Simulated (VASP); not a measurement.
# MgS (F-43m) in VASP: notebook, part 2 of 2

VASP 6.6.1. The steps go on from the part before.

## 3. Single point, LDA

This run uses another cell than the first one, of 21.88 Å³/atom, 0.964 times its volume.

Contents of INCAR:

```
SYSTEM = MgS
ALGO = Normal ; EDIFF = 1E-6
ENCUT = 520 ; GGA = CA
ISIF = 2 ; ISMEAR = -1
LASPH = .True. ; LCHARG = .False.
LREAL = .False. ; LWAVE = .False.
NBANDS = 11 ; NELM = 60
PREC = Accurate ; SIGMA = 0.02
```

Contents of KPOINTS:

```
k-points
0
Gamma
  8 8 8
  0 0 0
```

Contents of POSCAR:

```
MgS
1.0
    0.0000000000      2.7969560140      2.7969560140
    2.7969560140      0.0000000000      2.7969560140
    2.7969560140      2.7969560140      0.0000000000
Mg S
1 1
Direct
    0.0000000000      0.0000000000      0.0000000000
    0.7500000000      0.7500000000      0.7500000000
```

Potentials or basis: VASP PAW LDA potentials, release 64 (Mg, S).

Started as:

```bash
cat potpaw_LDA.64/Mg/POTCAR potpaw_LDA.64/S/POTCAR > POTCAR
mpirun -np 1 vasp_std > vasp.out
```

OUTCAR:

```text
SYSTEM = MgS
   EDIFF = 1E-6
   ENCUT = 520
   GGA = CA
   ISIF = 2
   ISMEAR = -1
   LASPH = .True.
   LREAL = .False.
   NELM = 60
   PREC = Accurate

 ion  position               nearest neighbor table
   1  0.000  0.000  0.000-   2 2.42   2 2.42   2 2.42   2 2.42
   2  0.750  0.750  0.750-   1 2.42   1 2.42   1 2.42   1 2.42

  LATTYP: Found a face centered cubic cell.
 ALAT       =     5.5939120280

  Lattice vectors:

 A1 = (   0.0000000000,   2.7969560140,   2.7969560140)
 A2 = (   2.7969560140,   0.0000000000,   2.7969560140)
 A3 = (   2.7969560140,   2.7969560140,   0.0000000000)

Analysis of symmetry for initial positions (statically):
=====================================================================
 Subroutine PRICEL returns:
 Original cell was already a primitive cell.

 Routine SETGRP: Setting up the symmetry group for a
 face centered cubic supercell.

 Subroutine GETGRP returns: Found 24 space group operations
 (whereof 24 operations were pure point group operations)
 out of a pool of 48 trial point group operations.

The static configuration has the point symmetry T_d .

Analysis of symmetry for dynamics (positions and initial velocities):
=====================================================================
 Subroutine PRICEL returns:
 Original cell was already a primitive cell.

 Routine SETGRP: Setting up the symmetry group for a
 face centered cubic supercell.

 Subroutine GETGRP returns: Found 24 space group operations
 (whereof 24 operations were pure point group operations)
 out of a pool of 48 trial point group operations.

The dynamic configuration has the point symmetry T_d .

 Subroutine INISYM returns: Found 24 space group operations
 (whereof 24 operations are pure point group operations),
 and found     1 'primitive' translations

----------------------------------------------------------------------------------------

                                     Primitive cell

  volume of cell :      43.7610
[... 116 lines left out ...]
   AEXX    =    0.0000 exact exchange contribution
   IVDW    =     0    specifies the selected vdW correction
   LEPSILON=     F    determine dielectric tensor
   LRPA    =     F    only Hartree local field effects (RPA)
 non-spin polarized calculation
  energy-cutoff  :      520.00
  volume of cell :       43.76
 maximum number of plane-waves:      1243
 NGX is ok and might be reduce to    30
   NGX = 15   NGY = 15   NGZ = 15

 number of electron       8.0000000 magnetization

 Free energy of the ion-electron system (eV)
  ---------------------------------------------------
  ext. energy  EPLUGINS =         0.00000000
  ---------------------------------------------------
  free energy    TOTEN  =        -9.39358178 eV

  energy without entropy =       -9.39358178  energy(sigma->0) =       -9.39358178

 E-fermi :   1.5665     XC(G=0):  -8.8998

 val. band max:        1.1266915640   @ k =   0.0000   0.0000   0.0000
 cond. band min:       4.5033738631   @ k =   0.0000   0.0000   0.0000
 fundamental gap:      3.3766822992
 Fermi energy:         1.5665172757

 k-point     1 :       0.0000    0.0000    0.0000
  band No.  band energies     occupation
      1     -10.2348      2.00000
      2       1.1267      2.00000
      3       1.1267      2.00000
      4       1.1267      2.00000
      5       4.5034      0.00000
      6       8.9860      0.00000
      7       8.9860      0.00000
      8       8.9860      0.00000
      9      11.9431      0.00000
     10      11.9431      0.00000
     11      14.7802      0.00000
[... 309 lines left out ...]
 k-point    24 :      -0.3750    0.2500    0.1250
  band No.  band energies     occupation
      1      -9.3530      2.00000
      2      -1.8354      2.00000
      3      -0.2642      2.00000
      4       0.4329      2.00000
      5       7.0339      0.00000
      6       7.5269      0.00000
      7       9.8700      0.00000
      8       9.9054      0.00000
      9      12.5179      0.00000
     10      13.9613      0.00000
     11      15.4397      0.00000

 [... further k-points ...]

------------------------ aborting loop because EDIFF is reached ----------------------------------------

  FORCE on cell =-STRESS in cart. coord.  units (eV):
  Direction    XX          YY          ZZ          XY          YZ          ZX
  --------------------------------------------------------------------------------------
  -------------------------------------------------------------------------------------
  Total       -0.0947307     -0.0947307     -0.0947307     -0.0000000     -0.0000000     -0.0000000
  in kB       -3.4682818     -3.4682818     -3.4682818     -0.0000000     -0.0000000     -0.0000000
  external PRESSURE =      -3.4682818 kB  Pullay stress =       0.0000000 kB

 VOLUME and BASIS-vectors are now :
 -----------------------------------------------------------------------------
  energy-cutoff  :      520.00
  volume of cell :       43.76
      direct lattice vectors                 reciprocal lattice vectors
     0.000000000  2.796956014  2.796956014    -0.178765772  0.178765772  0.178765772
     2.796956014  0.000000000  2.796956014     0.178765772 -0.178765772  0.178765772
     2.796956014  2.796956014  0.000000000     0.178765772  0.178765772 -0.178765772

 POSITION                                       TOTAL-FORCE (eV/Angst)
 -----------------------------------------------------------------------------------
      0.00000      0.00000      0.00000        -0.000000      0.000000      0.000000
      4.19543      4.19543      4.19543         0.000000     -0.000000     -0.000000
 -----------------------------------------------------------------------------------
    total drift:                               -0.000000     -0.000000     -0.000000

  FREE ENERGIE OF THE ION-ELECTRON SYSTEM (eV)
  ---------------------------------------------------
  free  energy   TOTEN  =        -9.3935817760 eV

  energy  without entropy=       -9.3935817760  energy(sigma->0) =       -9.39358178
```

OSZICAR:

```text
N       E                     dE             d eps       ncg     rms          rms(c)
DAV:   1     0.221092978550E+02    0.22109E+02   -0.35346E+03   662   0.579E+02
DAV:   2    -0.825037702732E+01   -0.30360E+02   -0.29412E+02   784   0.980E+01
DAV:   3    -0.993876434028E+01   -0.16884E+01   -0.16861E+01   778   0.251E+01
DAV:   4    -0.995184173050E+01   -0.13077E-01   -0.13076E-01   789   0.268E+00
DAV:   5    -0.995199059801E+01   -0.14887E-03   -0.14887E-03   782   0.277E-01    0.413E+00
DAV:   6    -0.945094154519E+01    0.50105E+00   -0.12392E+00   700   0.408E+00    0.311E+00
DAV:   7    -0.939844584703E+01    0.52496E-01   -0.23364E-01   788   0.188E+00    0.230E+00
DAV:   8    -0.939451379398E+01    0.39321E-02   -0.14251E-02   707   0.694E-01    0.121E+00
DAV:   9    -0.939356132970E+01    0.95246E-03   -0.21659E-03   731   0.230E-01    0.365E-01
DAV:  10    -0.939358163067E+01   -0.20301E-04   -0.63885E-05   755   0.432E-02    0.127E-01
DAV:  11    -0.939358181858E+01   -0.18791E-06   -0.33589E-05   752   0.253E-02    0.427E-02
DAV:  12    -0.939358177599E+01    0.42581E-07   -0.80067E-07   486   0.497E-03
   1 F= -.93935818E+01 E0= -.93935818E+01  d E =-.253454E-11
```

Run time: 6.1 s. Hardware: 1 thread of AMD EPYC 9R45 (Zen 5), shared host; peak memory 0.12 GiB.

What came out:

```yaml
Free_energy: -9.3936 eV
Pressure: -0.3 GPa
Band_gap_on_the_k_mesh: 3.38 eV, direct
```

Levels at points of the mesh, in eV from the valence-band top:
| k point | band 1 | band 2 | band 3 | band 4 | band 5 | band 6 | band 7 | band 8 | band 9 |
| --- | --- | --- | --- | --- | --- | --- | --- | --- | --- |
| (0.00, 0.00, 0.00) | -11.36 | 0.00 | 0.00 | 0.00 | 3.38 | 7.86 | 7.86 | 7.86 | 10.82 |
| (0.50, 0.00, 0.00) | -10.60 | -3.34 | -0.35 | -0.35 | 5.00 | 7.51 | 7.51 | 8.54 | 12.84 |
| (0.50, 0.50, 0.00) | -10.36 | -2.99 | -1.10 | -1.10 | 3.63 | 5.48 | 11.24 | 12.30 | 12.30 |

A k mesh can miss the band edges. Expect the measured gap to be larger: semilocal functionals such as LDA lack the derivative discontinuity.
